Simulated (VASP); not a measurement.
Wanted: the native input for a VASP 6.6.1 run.

```yaml
Task: relaxation of cell and atoms
Functional: PBE
Potentials_or_basis: VASP PAW PBE potentials, release 64 (Tm_3, F), 4f in core
Cutoff: 600 eV
k_mesh: 10 × 10 × 4
Occupations: gaussian, width 0.1 eV
Spin: no spin polarisation
Dipole_correction: no
Further_INCAR_settings: ALGO = Normal; EDIFF = 1e-07; IBRION = 2; EDIFFG = -0.01; NSW = 100; ISIF = 3
```

The structure of Tm3F lies in POSCAR:

```
Tm3F
1.0
    3.5099338915      0.0000000000      0.0000000000
    0.0000000000      3.5528715549      0.0000000000
    0.0000000000      0.0000000000     16.9225920459
Tm F
6 2
Direct
    0.5000000000      0.5084312808      0.2527870585
    0.0000000000      0.4915687192      0.7527870585
    0.0000000000      0.0082821051      0.3963633132
    0.5000000000      0.9917178949      0.8963633132
    0.0000000000      0.0078714840      0.1154694947
    0.5000000000      0.9921285160      0.6154694947
    0.0000000000      0.9944062583      0.9851884158
    0.5000000000      0.0055937417      0.4851884158
```

These files were run (other wordings do the same):

INCAR

```
SYSTEM = Tm3F
PREC = Accurate
ENCUT = 600
EDIFF = 1E-7
ISMEAR = 0
SIGMA = 0.1
LREAL = .FALSE.
LASPH = .TRUE.
NELM = 200
ALGO = Normal
ISIF = 3
LWAVE = .FALSE.
LCHARG = .FALSE.
GGA = PE
IBRION = 2
NSW = 100
EDIFFG = -0.01
GGA_COMPAT = .FALSE.
NELMIN = 4
LMAXMIX = 6
KPAR = 4
```

KPOINTS

```
Automatic mesh
0
G
  10 10 4
  0 0 0
```

Potentials or basis: VASP PAW PBE potentials, release 64 (Tm_3, F), 4f in core.

Command:

```sh
$ cat potpaw_PBE.64/Tm_3/POTCAR potpaw_PBE.64/F/POTCAR > POTCAR
$ mpirun -np 4 vasp_std > vasp.out
```

Results of the run:

The relaxed volume is 26.58 Å³/atom and the relaxed cell is a = 3.533 Å, b = 3.542 Å, c = 16.995 Å, α = 90.00°, β = 90.00°, γ = 90.00°. The space group after relaxing (to 0.1 Å) is Amm2 (No. 38). The energy gained by relaxing is 1.2 meV/atom and the ionic steps are 11. The pressure after relaxing is 0.0 GPa, the largest force after relaxing is 0.008 eV/Å and the band gap on the k mesh is zero (bands 34 and 35 overlap by 0.76 eV).

Caveat: spin-orbit coupling is left out, which moves the levels of the heavy elements; the 4f electrons are frozen in the core, so they carry no moment and show no levels; the run has no spin polarisation, though such a crystal can be magnetic.

It took 22 min on 4 MPI ranks on Intel(R) Xeon(R) 6975P-C (Granite Rapids) (shared host), peak memory 0.98 GiB a rank.
